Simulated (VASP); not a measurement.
# Mg (Fmmm) in VASP: further runs

The runs below take Mg through single point, with LDA.

Everything below comes from runs of VASP 6.6.1. Logs are shortened: lines on timing, memory, paths and dates and some standing lists are left out, and cuts for length are marked.

## (1) The cell of the first run

Symmetry: Fmmm, No. 69, orthorhombic system. Conventional cell: a = 3.546 Å, b = 4.638 Å, c = 5.390 Å, α = 90.00°, β = 90.00°, γ = 90.00°. Within 3.8 Å of Mg (site symmetry mmm) lie 14 Mg at 2.92 to 3.56 Å.

## (2) Single point, LDA (strain -0.1500 x Voigt [0, 0, 0, 1, 0, 0])

The input, INCAR:

```
SYSTEM = Mg
PREC = Accurate
ENCUT = 520
EDIFF = 1E-6
ISMEAR = 0
SIGMA = 0.15
LREAL = .FALSE.
LASPH = .TRUE.
NELM = 100
ALGO = Normal
ISIF = 2
LWAVE = .FALSE.
LCHARG = .FALSE.
NBANDS = 7
```

The input, KPOINTS:

```
Automatic mesh
0
G
  18 18 18
  0 0 0
```

The input, POSCAR:

```
Mg
1.0
   -1.7727644967      1.6398071594      1.6398071594
    1.7727644967     -1.9057218340      1.9057218340
    1.7727644967      1.9057218340     -1.9057218340
Mg
1
Direct
    0.0000000000      0.0000000000      0.0000000000
```

Potentials or basis: VASP PAW LDA potentials, release 64 (Mg).

Launch:

```bash
$ cat potpaw_LDA.64/Mg/POTCAR > POTCAR
$ mpirun -np 1 vasp_std > vasp.out
```

OUTCAR:

```text
SYSTEM = Mg
   PREC = Accurate
   ENCUT = 520
   EDIFF = 1E-6
   ISMEAR = 0
   LREAL = .FALSE.
   LASPH = .TRUE.
   NELM = 100
   ISIF = 2

 ion  position               nearest neighbor table
   1  0.000  0.000  0.000-

  LATTYP: Found a face centered orthorhombic cell.
 ALAT       =     3.5455289934
 B/A-ratio  =     1.3081475452
 C/A-ratio  =     1.5202795796

  Lattice vectors:

 A1 = (   0.0000000000,  -0.2659146746,   3.5455289934)
 A2 = (   1.7727644967,  -1.9057218340,   1.9057218340)
 A3 = (   1.7727644967,   1.6398071594,   1.6398071594)

Analysis of symmetry for initial positions (statically):
=====================================================================
 Subroutine PRICEL returns:
 Original cell was already a primitive cell.

 Routine SETGRP: Setting up the symmetry group for a
 face centered orthorhombic supercell.

 Subroutine GETGRP returns: Found  8 space group operations
 (whereof  8 operations were pure point group operations)
 out of a pool of  8 trial point group operations.

The static configuration has the point symmetry D_2h.

Analysis of symmetry for dynamics (positions and initial velocities):
=====================================================================
 Subroutine PRICEL returns:
 Original cell was already a primitive cell.

 Routine SETGRP: Setting up the symmetry group for a
 face centered orthorhombic supercell.

 Subroutine GETGRP returns: Found  8 space group operations
 (whereof  8 operations were pure point group operations)
 out of a pool of  8 trial point group operations.

The dynamic configuration has the point symmetry D_2h.

 Subroutine INISYM returns: Found  8 space group operations
 (whereof  8 operations are pure point group operations),
 and found     1 'primitive' translations

----------------------------------------------------------------------------------------

                                     Primitive cell

  volume of cell :      22.1597

  direct lattice vectors                    reciprocal lattice vectors
    -1.772764497  1.639807159  1.639807159     0.000000000  0.304913902  0.304913902
     1.772764497 -1.905721834  1.905721834     0.282045360  0.021273063  0.283640839
     1.772764497  1.905721834 -1.905721834     0.282045360  0.283640839  0.021273063

  length of vectors
     2.919011648  3.225871259  3.225871259     0.431213376  0.400567415  0.400567415

  position of ions in fractional coordinates (direct lattice)
     0.000000000  0.000000000  0.000000000

  ion indices of the primitive-cell ions
   primitive index   ion index
                 1           1

----------------------------------------------------------------------------------------

 KPOINTS: Automatic mesh

Automatic generation of k-mesh.
 Grid dimensions read from file:
 generate k-points for:   18   18   18

 Generating k-lattice:

  Cartesian coordinates                     Fractional coordinates (reciprocal lattice)
     0.000000000  0.016939661  0.016939661     0.055555556  0.000000000  0.000000000
     0.015669187  0.001181837  0.015757824     0.000000000  0.055555556 -0.000000000
     0.015669187  0.015757824  0.001181837     0.000000000 -0.000000000  0.055555556

  Length of vectors
     0.023956299  0.022253745  0.022253745

  Shift w.r.t. Gamma in fractional coordinates (k-lattice)
     0.000000000  0.000000000  0.000000000

 Subroutine IBZKPT returns following result:
 ===========================================

 Found    865 irreducible k-points:

 Following reciprocal coordinates:
            Coordinates               Weight
  0.000000  0.000000  0.000000      1.000000
  0.055556  0.000000  0.000000      2.000000
  0.111111  0.000000  0.000000      2.000000
  0.166667  0.000000  0.000000      2.000000
  0.222222  0.000000  0.000000      2.000000
  0.277778  0.000000  0.000000      2.000000
[... 16 lines left out ...]
  0.166667  0.111111  0.000000      8.000000
  0.222222  0.111111 -0.000000      8.000000
 [... further k-points ...]
   k-points           NKPTS =    865   k-points in BZ     NKDIM =    865   number of bands    NBANDS=      7
   number of dos      NEDOS =    301   number of ions     NIONS =      1
   total plane-waves  NPLWV =  13824
   dimension x,y,z NGX =    24 NGY =   24 NGZ =   24
   dimension x,y,z NGXF=    48 NGYF=   48 NGZF=   48
   ions per type =               1
   NGX,Y,Z   is equivalent  to a cutoff of  13.67, 12.37, 12.37 a.u.
   NGXF,Y,Z  is equivalent  to a cutoff of  27.34, 24.74, 24.74 a.u.
 SYSTEM =  Mg
   PREC   = accura    normal or accurate (medium, high low for compatibility)
   ISTART =      0    job   : 0-new  1-cont  2-samecut
   ICHARG =      2    charge: 1-file 2-atom 10-const
   ISPIN  =      1    spin polarized calculation?
   LNONCOLLINEAR =      F non collinear calculations
   LSORBIT =      F    spin-orbit coupling
   LASPH  =      T    aspherical Exc in radial PAW
   ENCUT  =  520.0 eV  38.22 Ry    6.18 a.u.   5.43  6.00  6.00*2*pi/ulx,y,z
   NELM   =    100;   NELMIN=  2; NELMDL= -5     # of ELM steps
   EDIFF  = 0.1E-05   stopping-criterion for ELM
   LREAL  =      F    real-space projection
   EDIFFG = 0.1E-04   stopping-criterion for IOM
   NSW    =      0    number of steps for IOM
   IBRION =     -1    ionic relax: 0-MD 1-quasi-New 2-CG
   NFREE  =      0    steps in history (QN), initial steepest desc. (CG)
   ISIF   =      2    stress and relaxation
   ISYM   =      2    0-nonsym 1-usesym 2-fastsym
   POTIM  = 0.5000    time-step for ionic-motion
   TEBEG  =    0.0;   TEEND  =   0.0 temperature during run
   PSTRESS=    0.0 pullay stress
   NELECT =       2.0000    total number of electrons
   NUPDOWN=      -1.0000    fix difference up-down
   EMIN   =  10.00;   EMAX   =-10.00  energy-range for DOS
   EFERMI =   0.00;   METHOD = LEGACY
   ISMEAR =     0;   SIGMA  =   0.15  broadening in eV -4-tet -1-fermi 0-gaus
   EFERMI_NEDOS =   21; number of points for ismear=-14 and -15
   IALGO  =     38    algorithm
   IMIX   =      4    mixing-type and parameters
     AMIX     =   0.40;   BMIX     =  1.00
     AMIX_MAG =   1.60;   BMIX_MAG =  1.00
  volume/ion in A,a.u.               =      22.16       149.54
  Fermi-wavevector in a.u.,A,eV,Ry     =   0.734340  1.387701  7.337008  0.539255
  Thomas-Fermi vector in A             =   1.827269
   LORBIT       =      0    0 simple, 1 ext, 2 COOP (PROOUT), +10 PAW based schemes
   GGA     = CA    functional components
   LHFCALC =     F    Hartree Fock is set to
   AEXX    =    0.0000 exact exchange contribution
   IVDW    =     0    specifies the selected vdW correction
   LEPSILON=     F    determine dielectric tensor
   LRPA    =     F    only Hartree local field effects (RPA)
 non-spin polarized calculation
 Gauss-broadening in eV      SIGMA  =   0.15
  energy-cutoff  :      520.00
  volume of cell :       22.16
 maximum number of plane-waves:       611
 NGX is ok and might be reduce to    24
   NGX = 11   NGY = 11   NGZ = 11

 number of electron       2.0000000 magnetization

 Free energy of the ion-electron system (eV)
  ---------------------------------------------------
  ext. energy  EPLUGINS =         0.00000000
  ---------------------------------------------------
  free energy    TOTEN  =        -1.73233882 eV

  energy without entropy =       -1.72791241  energy(sigma->0) =       -1.73012561

 E-fermi :   2.6820     XC(G=0):  -8.7923

 val. band max:        2.6804704729   @ k =  -0.0000   0.3889   0.2222
 cond. band min:       2.6820809395   @ k =  -0.4444   0.4444   0.3333
 fundamental gap:      0.0016104666
 Fermi energy:         2.6820052894

 k-point     1 :       0.0000    0.0000    0.0000
  band No.  band energies     occupation
      1      -4.4155      2.00000
      2      14.1803      0.00000
      3      15.1602      0.00000
      4      15.1885      0.00000
      5      16.6833      0.00000
      6      18.0501      0.00000
      7      18.1055      0.00000

 k-point     2 :       0.0556    0.0000    0.0000
  band No.  band energies     occupation
      1      -4.3290      2.00000
      2      14.1912      0.00000
      3      14.7686      0.00000
      4      15.2467      0.00000
      5      16.0868      0.00000
      6      17.3029      0.00000
      7      17.7628      0.00000

 k-point     3 :       0.1111    0.0000    0.0000
  band No.  band energies     occupation
      1      -4.0700      2.00000
      2      14.0126      0.00000
      3      14.1352      0.00000
      4      15.0367      0.00000
      5      15.3876      0.00000
      6      16.0207      0.00000
      7      16.2731      0.00000

 k-point     4 :       0.1667    0.0000    0.0000
  band No.  band energies     occupation
      1      -3.6401      2.00000
      2      13.2469      0.00000
      3      13.2499      0.00000
      4      14.0137      0.00000
      5      14.7551      0.00000
      6      15.0823      0.00000
      7      15.9351      0.00000

 k-point     5 :       0.2222    0.0000    0.0000
  band No.  band energies     occupation
      1      -3.0419      2.00000
      2      11.3128      0.00000
      3      12.5682      0.00000
      4      13.1158      0.00000
      5      14.3150      0.00000
      6      14.4401      0.00000
      7      16.3364      0.00000
[... 161 lines left out ...]
 k-point    22 :       0.1111    0.1111    0.0000
  band No.  band energies     occupation
      1      -3.4300      2.00000
      2      11.1214      0.00000
      3      12.9793      0.00000
      4      13.1002      0.00000
      5      14.6966      0.00000
      6      16.3130      0.00000
      7      17.8615      0.00000

 k-point    23 :       0.1667    0.1111    0.0000
  band No.  band energies     occupation
      1      -2.8332      2.00000
      2      10.2606      0.00000
      3      11.5144      0.00000
      4      12.4115      0.00000
      5      14.3600      0.00000
      6      15.7556      0.00000
      7      17.6606      0.00000

 k-point    24 :       0.2222    0.1111   -0.0000
  band No.  band energies     occupation
      1      -2.0722      2.00000
      2       9.2145      0.00000
      3       9.9700      0.00000
      4      11.7672      0.00000
      5      14.4333      0.00000
      6      15.4596      0.00000
      7      17.3020      0.00000

 [... further k-points ...]
[... 5 lines left out ...]
  --------------------------------------------------------------------------------------
  -------------------------------------------------------------------------------------
  Total       -0.0806784     -0.0548854     -0.0548854      0.0000000      0.6681774      0.0000000
  in kB       -5.8331653     -3.9682969     -3.9682969      0.0000000     48.3102253      0.0000000
  external PRESSURE =      -4.5899197 kB  Pullay stress =       0.0000000 kB

 VOLUME and BASIS-vectors are now :
 -----------------------------------------------------------------------------
  energy-cutoff  :      520.00
  volume of cell :       22.16
      direct lattice vectors                 reciprocal lattice vectors
    -1.772764497  1.639807159  1.639807159     0.000000000  0.304913902  0.304913902
     1.772764497 -1.905721834  1.905721834     0.282045360  0.021273063  0.283640839
     1.772764497  1.905721834 -1.905721834     0.282045360  0.283640839  0.021273063

 POSITION                                       TOTAL-FORCE (eV/Angst)
 -----------------------------------------------------------------------------------
      0.00000      0.00000      0.00000         0.000000      0.000000      0.000000
 -----------------------------------------------------------------------------------
    total drift:                                0.000000      0.000000      0.000000

  FREE ENERGIE OF THE ION-ELECTRON SYSTEM (eV)
  ---------------------------------------------------
  free  energy   TOTEN  =        -1.7323388172 eV

  energy  without entropy=       -1.7279124109  energy(sigma->0) =       -1.73012561
```

Wall time 22 s (1 thread of Intel Xeon 6975P-C (Granite Rapids), shared host); peak memory 0.24 GiB.

What came out:

| Property | Result |
| --- | --- |
| Free energy | -1.7323 eV |
| Pressure | -0.5 GPa |
| Band gap on the k mesh | zero (band 1 reaches 6.29 eV, above the bottom of band 2 at 0.69 eV) |

Stress tensor (GPa, compression positive):
```
-0.58  0.00  0.00
 0.00 -0.40  4.83
 0.00  4.83 -0.40
```

Caveat: the cell differs from its parent crystal (strain -0.1500 x Voigt [0, 0, 0, 1, 0, 0]).

(Part 1 of 2 ends here.)
